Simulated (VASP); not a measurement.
# AlPt (Pm-3m) in VASP: a series of runs

The runs below take AlPt through single point, with r2SCAN.

Program: VASP 6.6.1. These are calculated values, not measurements. Logs are shortened: lines on timing, memory, paths and dates and some standing lists are left out, and cuts for length are marked.

## Step 1: The cell of the first run

The structure is cubic, space group Pm-3m (No. 221). The conventional cell has a = 3.146 Å, b = 3.146 Å, c = 3.146 Å, α = 90.00°, β = 90.00°, γ = 90.00°. Al (site symmetry m-3m) has 8 Pt at 2.72 Å and 6 Al at 3.15 Å within 3.6 Å. Pt (site symmetry m-3m) has 8 Al at 2.72 Å and 6 Pt at 3.15 Å within 3.6 Å.

## Step 2: Single point, r2SCAN

The input, POSCAR:

```
AlPt
1.0
    3.1455576964      0.0000000000      0.0000000000
    0.0000000000      3.1455576964      0.0000000000
    0.0000000000      0.0000000000      3.1455576964
Al Pt
1 1
Direct
    0.0000000000      0.0000000000      0.0000000000
    0.5000000000      0.5000000000      0.5000000000
```

The input, INCAR.step1:

```
  PREC = Accurate
  ENCUT = 520
  ISMEAR = 1
  SIGMA = 0.05
  LREAL = F
  LASPH = T
  NELM = 80
  NBANDS = 14
  GGA = PE
  ALGO = Normal
  EDIFF = 1E-4
  LWAVE = T
  LCHARG = F
```

The input, INCAR.step2:

```
  PREC = Accurate
  ENCUT = 520
  EDIFF = 1E-6
  ISMEAR = 1
  SIGMA = 0.05
  LREAL = F
  LASPH = T
  NELM = 80
  ALGO = Normal
  ISIF = 2
  LWAVE = F
  LCHARG = T
  METAGGA = R2SCAN
  LMIXTAU = T
  LELF = T
  LVHAR = T
  NBANDS = 14
  ISTART = 1
```

The input, KPOINTS:

```
regular mesh
0
Gamma
  11 11 11
```

Potentials or basis: VASP PAW PBE potentials, release 64 (Al, Pt).

Started as:

```bash
$ cat potpaw_PBE.64/Al/POTCAR potpaw_PBE.64/Pt/POTCAR > POTCAR
$ cp INCAR.step1 INCAR
$ mpirun -np 1 vasp_std > vasp.out
$ cp INCAR.step2 INCAR
$ mpirun -np 1 vasp_std > vasp.out
```

OUTCAR:

```text
PREC = Accurate
   ENCUT = 520
   EDIFF = 1E-6
   ISMEAR = 1
   LREAL = F
   LASPH = T
   NELM = 80
   ISIF = 2
   METAGGA = R2SCAN
   ISTART = 1

 ion  position               nearest neighbor table
   1  0.000  0.000  0.000-   2 2.72   2 2.72   2 2.72   2 2.72   2 2.72   2 2.72   2 2.72   2 2.72

   2  0.500  0.500  0.500-   1 2.72   1 2.72   1 2.72   1 2.72   1 2.72   1 2.72   1 2.72   1 2.72

  LATTYP: Found a simple cubic cell.
 ALAT       =     3.1455576964

  Lattice vectors:

 A1 = (   3.1455576964,   0.0000000000,   0.0000000000)
 A2 = (   0.0000000000,   3.1455576964,   0.0000000000)
 A3 = (   0.0000000000,   0.0000000000,   3.1455576964)

Analysis of symmetry for initial positions (statically):
=====================================================================
 Subroutine PRICEL returns:
 Original cell was already a primitive cell.

 Routine SETGRP: Setting up the symmetry group for a
 simple cubic supercell.

 Subroutine GETGRP returns: Found 48 space group operations
 (whereof 48 operations were pure point group operations)
 out of a pool of 48 trial point group operations.

The static configuration has the point symmetry O_h .

Analysis of symmetry for dynamics (positions and initial velocities):
=====================================================================
 Subroutine PRICEL returns:
 Original cell was already a primitive cell.

 Routine SETGRP: Setting up the symmetry group for a
 simple cubic supercell.

 Subroutine GETGRP returns: Found 48 space group operations
 (whereof 48 operations were pure point group operations)
 out of a pool of 48 trial point group operations.

The dynamic configuration has the point symmetry O_h .

 Subroutine INISYM returns: Found 48 space group operations
 (whereof 48 operations are pure point group operations),
 and found     1 'primitive' translations

----------------------------------------------------------------------------------------

                                     Primitive cell

  volume of cell :      31.1238

  direct lattice vectors                    reciprocal lattice vectors
     3.145557696  0.000000000  0.000000000     0.317908650  0.000000000  0.000000000
     0.000000000  3.145557696  0.000000000     0.000000000  0.317908650  0.000000000
     0.000000000  0.000000000  3.145557696     0.000000000  0.000000000  0.317908650

  length of vectors
     3.145557696  3.145557696  3.145557696     0.317908650  0.317908650  0.317908650

  position of ions in fractional coordinates (direct lattice)
     0.000000000  0.000000000  0.000000000
     0.500000000  0.500000000  0.500000000

  ion indices of the primitive-cell ions
   primitive index   ion index
                 1           1
                 2           2

----------------------------------------------------------------------------------------

 KPOINTS: regular mesh

Automatic generation of k-mesh.
 Grid dimensions read from file:
 generate k-points for:   11   11   11

 Generating k-lattice:

  Cartesian coordinates                     Fractional coordinates (reciprocal lattice)
     0.028900786  0.000000000  0.000000000     0.090909091  0.000000000  0.000000000
     0.000000000  0.028900786  0.000000000     0.000000000  0.090909091  0.000000000
     0.000000000  0.000000000  0.028900786     0.000000000  0.000000000  0.090909091

  Length of vectors
     0.028900786  0.028900786  0.028900786

  Shift w.r.t. Gamma in fractional coordinates (k-lattice)
     0.000000000  0.000000000  0.000000000

 Subroutine IBZKPT returns following result:
 ===========================================

 Found     56 irreducible k-points:

 Following reciprocal coordinates:
            Coordinates               Weight
  0.000000  0.000000  0.000000      1.000000
  0.090909  0.000000  0.000000      6.000000
  0.181818  0.000000  0.000000      6.000000
  0.272727  0.000000  0.000000      6.000000
  0.363636  0.000000  0.000000      6.000000
  0.454545  0.000000  0.000000      6.000000
[... 16 lines left out ...]
  0.181818  0.090909  0.090909     24.000000
  0.272727  0.090909  0.090909     24.000000
 [... further k-points ...]
   k-points           NKPTS =     56   k-points in BZ     NKDIM =     56   number of bands    NBANDS=     14
   number of dos      NEDOS =    301   number of ions     NIONS =      2
   total plane-waves  NPLWV =  13824
   dimension x,y,z NGX =    24 NGY =   24 NGZ =   24
   dimension x,y,z NGXF=    48 NGYF=   48 NGZF=   48
   ions per type =               1   1
   NGX,Y,Z   is equivalent  to a cutoff of  12.68, 12.68, 12.68 a.u.
   NGXF,Y,Z  is equivalent  to a cutoff of  25.37, 25.37, 25.37 a.u.
 SYSTEM =  unknown system
   PREC   = accura    normal or accurate (medium, high low for compatibility)
   ISTART =      1    job   : 0-new  1-cont  2-samecut
   ICHARG =      0    charge: 1-file 2-atom 10-const
   ISPIN  =      1    spin polarized calculation?
   LNONCOLLINEAR =      F non collinear calculations
   LSORBIT =      F    spin-orbit coupling
   LASPH  =      T    aspherical Exc in radial PAW
   ENCUT  =  520.0 eV  38.22 Ry    6.18 a.u.   5.85  5.85  5.85*2*pi/ulx,y,z
   NELM   =     80;   NELMIN=  2; NELMDL=  0     # of ELM steps
   EDIFF  = 0.1E-05   stopping-criterion for ELM
   LREAL  =      F    real-space projection
   EDIFFG = 0.1E-04   stopping-criterion for IOM
   NSW    =      0    number of steps for IOM
   IBRION =     -1    ionic relax: 0-MD 1-quasi-New 2-CG
   NFREE  =      0    steps in history (QN), initial steepest desc. (CG)
   ISIF   =      2    stress and relaxation
   ISYM   =      2    0-nonsym 1-usesym 2-fastsym
   POTIM  = 0.5000    time-step for ionic-motion
   TEBEG  =    0.0;   TEEND  =   0.0 temperature during run
   PSTRESS=    0.0 pullay stress
   NELECT =      13.0000    total number of electrons
   NUPDOWN=      -1.0000    fix difference up-down
   EMIN   =  10.00;   EMAX   =-10.00  energy-range for DOS
   EFERMI =   0.00;   METHOD = LEGACY
   ISMEAR =     1;   SIGMA  =   0.05  broadening in eV -4-tet -1-fermi 0-gaus
   EFERMI_NEDOS =   21; number of points for ismear=-14 and -15
   IALGO  =     38    algorithm
   IMIX   =      4    mixing-type and parameters
     AMIX     =   0.40;   BMIX     =  1.00
     AMIX_MAG =   1.60;   BMIX_MAG =  1.00
  volume/ion in A,a.u.               =      15.56       105.02
  Fermi-wavevector in a.u.,A,eV,Ry     =   1.223747  2.312546 20.375495  1.497557
  Thomas-Fermi vector in A             =   2.358847
   LORBIT       =      0    0 simple, 1 ext, 2 COOP (PROOUT), +10 PAW based schemes
   METAGGA = R2SCAN    functional components
   LHFCALC =     F    Hartree Fock is set to
   AEXX    =    0.0000 exact exchange contribution
   IVDW    =     0    specifies the selected vdW correction
   LEPSILON=     F    determine dielectric tensor
   LRPA    =     F    only Hartree local field effects (RPA)
 non-spin polarized calculation
 Methfessel and Paxton  Order N= 1 SIGMA  =   0.05
  energy-cutoff  :      520.00
  volume of cell :       31.12
 maximum number of plane-waves:       855
 NGX is ok and might be reduce to    24
   NGX = 11   NGY = 11   NGZ = 11

 number of electron      13.0000003 magnetization

 Free energy of the ion-electron system (eV)
  ---------------------------------------------------
  ext. energy  EPLUGINS =         0.00000000
  ---------------------------------------------------
  free energy    TOTEN  =       -60.12555972 eV

  energy without entropy =      -60.12527855  energy(sigma->0) =      -60.12546599

 E-fermi :   9.8932     XC(G=0): -12.8468

 val. band max:        9.7990232803   @ k =   0.4545   0.4545   0.3636
 cond. band min:       9.9063530150   @ k =   0.3636   0.2727   0.0909
 fundamental gap:      0.1073297347
 Fermi energy:         9.8931938173

 k-point     1 :       0.0000    0.0000    0.0000
  band No.  band energies     occupation
      1      -1.7862      2.00000
      2       4.4161      2.00000
      3       4.4161      2.00000
      4       7.2478      2.00000
      5       7.2478      2.00000
      6       7.2478      2.00000
      7      13.9394      0.00000
      8      13.9394      0.00000
      9      13.9394      0.00000
     10      19.1019      0.00000
     11      19.1019      0.00000
     12      19.7378      0.00000
     13      28.4027      0.00000
     14      28.4027      0.00000

 k-point     2 :       0.0909    0.0000    0.0000
  band No.  band energies     occupation
      1      -1.6334      2.00000
      2       4.4581      2.00000
      3       4.4636      2.00000
      4       7.1079      2.00000
      5       7.1079      2.00000
      6       7.2621      2.00000
      7      13.0251      0.00000
      8      14.2111      0.00000
      9      14.2111      0.00000
     10      18.8491      0.00000
     11      19.4098      0.00000
     12      20.6573      0.00000
     13      27.4484      0.00000
     14      27.4484      0.00000

 k-point     3 :       0.1818    0.0000    0.0000
  band No.  band energies     occupation
      1      -1.1836      2.00000
      2       4.5460      2.00000
      3       4.5739      2.00000
      4       6.7687      2.00000
      5       6.7687      2.00000
      6       7.3008      2.00000
      7      11.3867      0.00000
      8      14.9457      0.00000
      9      14.9457      0.00000
     10      18.2145      0.00000
     11      19.6437      0.00000
     12      23.0016      0.00000
     13      25.6722      0.00000
     14      25.6722      0.00000
[... 324 lines left out ...]
 k-point    23 :       0.1818    0.0909    0.0909
  band No.  band energies     occupation
      1      -0.8875      2.00000
      2       4.6600      2.00000
      3       4.6697      2.00000
      4       6.5788      2.00000
      5       6.6484      2.00000
      6       7.0391      2.00000
      7      11.8437      0.00000
      8      14.0895      0.00000
      9      14.2168      0.00000
     10      19.2138      0.00000
     11      20.7058      0.00000
     12      23.1658      0.00000
     13      24.4030      0.00000
     14      25.1415      0.00000

 k-point    24 :       0.2727    0.0909    0.0909
  band No.  band energies     occupation
      1      -0.1801      2.00000
      2       4.5607      2.00000
      3       4.8299      2.00000
      4       6.2333      2.00000
      5       6.2981      2.00000
      6       7.0988      2.00000
      7      10.3541     -0.00000
      8      14.9420      0.00000
      9      15.0757      0.00000
     10      18.5856      0.00000
     11      21.2428      0.00000
     12      22.4744      0.00000
     13      23.6703      0.00000
     14      25.5264      0.00000

 [... further k-points ...]

------------------------ aborting loop because EDIFF is reached ----------------------------------------

  FORCE on cell =-STRESS in cart. coord.  units (eV):
  Direction    XX          YY          ZZ          XY          YZ          ZX
  --------------------------------------------------------------------------------------
  -------------------------------------------------------------------------------------
  Total       -2.5897826     -2.5897826     -2.5897826      0.0000000      0.0000000     -0.0000000
  in kB     -133.3155876   -133.3155876   -133.3155876      0.0000000      0.0000000     -0.0000000
  external PRESSURE =    -133.3155876 kB  Pullay stress =       0.0000000 kB

 VOLUME and BASIS-vectors are now :
 -----------------------------------------------------------------------------
  energy-cutoff  :      520.00
  volume of cell :       31.12
      direct lattice vectors                 reciprocal lattice vectors
     3.145557696  0.000000000  0.000000000     0.317908650  0.000000000  0.000000000
     0.000000000  3.145557696  0.000000000     0.000000000  0.317908650  0.000000000
     0.000000000  0.000000000  3.145557696     0.000000000  0.000000000  0.317908650

 POSITION                                       TOTAL-FORCE (eV/Angst)
 -----------------------------------------------------------------------------------
      0.00000      0.00000      0.00000         0.000000      0.000000      0.000000
      1.57278      1.57278      1.57278         0.000000      0.000000      0.000000
 -----------------------------------------------------------------------------------
    total drift:                                0.000000     -0.000000     -0.000000

  FREE ENERGIE OF THE ION-ELECTRON SYSTEM (eV)
  ---------------------------------------------------
  free  energy   TOTEN  =       -60.1255597151 eV

  energy  without entropy=      -60.1252785504  energy(sigma->0) =      -60.12546599
```

It took 24 s on 1 thread of Intel Xeon 6975P-C (Granite Rapids), shared host; peak memory 0.16 GiB.

What came out:

| Quantity | Value |
| --- | --- |
| Free energy | -60.1256 eV |
| Pressure | -13.3 GPa |

Caveat: the PAW data sets were made with another functional, which shifts forces and pressure a little; spin-orbit coupling is left out, which moves the levels of the heavy elements.

## Step 3: Single point, r2SCAN

This run uses another cell than the first one, of 15.96 Å³/atom, 1.025 times its volume.

The input, POSCAR:

```
AlPt
1.0
    3.1718815788      0.0000000000      0.0000000000
    0.0000000000      3.1718815788      0.0000000000
    0.0000000000      0.0000000000      3.1718815788
Al Pt
1 1
Direct
    0.0000000000      0.0000000000      0.0000000000
    0.5000000000      0.5000000000      0.5000000000
```

The input, INCAR.step1:

```
SYSTEM = AlPt
PREC = Accurate
ENCUT = 520
ISMEAR = 1
SIGMA = 0.05
LREAL = .FALSE.
LASPH = .TRUE.
NELM = 80
NBANDS = 14
GGA = PE
ALGO = Normal
EDIFF = 1E-4
LWAVE = .TRUE.
LCHARG = .FALSE.
```

The input, INCAR.step2:

```
SYSTEM = AlPt
PREC = Accurate
ENCUT = 520
EDIFF = 1E-7
ISMEAR = 1
SIGMA = 0.05
LREAL = .FALSE.
LASPH = .TRUE.
NELM = 80
ALGO = Normal
ISIF = 2
LWAVE = .FALSE.
LCHARG = .FALSE.
METAGGA = R2SCAN
LMIXTAU = .TRUE.
NBANDS = 14
ISTART = 1
```

The input, KPOINTS:

```
Automatic mesh
0
G
  11 11 11
  0 0 0
```

Potentials or basis: VASP PAW PBE potentials, release 64 (Al, Pt).

Started as:

```bash
$ cat potpaw_PBE.64/Al/POTCAR potpaw_PBE.64/Pt/POTCAR > POTCAR
$ cp INCAR.step1 INCAR
$ mpirun -np 1 vasp_std > vasp.out
$ cp INCAR.step2 INCAR
$ mpirun -np 1 vasp_std > vasp.out
```

Run time: 27 s. Hardware: 1 thread of Intel Xeon 6975P-C (Granite Rapids), shared host; peak memory 0.16 GiB.

The run converged. Its results:

| Item | Value |
| --- | --- |
| Free energy | -60.0517 eV |
| Pressure | -16.6 GPa |

Levels at points of the mesh, in eV from the Fermi level:
| k point | band 3 | band 4 | band 5 | band 6 | band 7 | band 8 | band 9 | band 10 |
| --- | --- | --- | --- | --- | --- | --- | --- | --- |
| (0.00, 0.00, 0.00) | -5.28 | -2.56 | -2.56 | -2.56 | 4.02 | 4.02 | 4.02 | 9.13 |

Caveat: the PAW data sets were made with another functional, which shifts forces and pressure a little; spin-orbit coupling is left out, which moves the levels of the heavy elements.
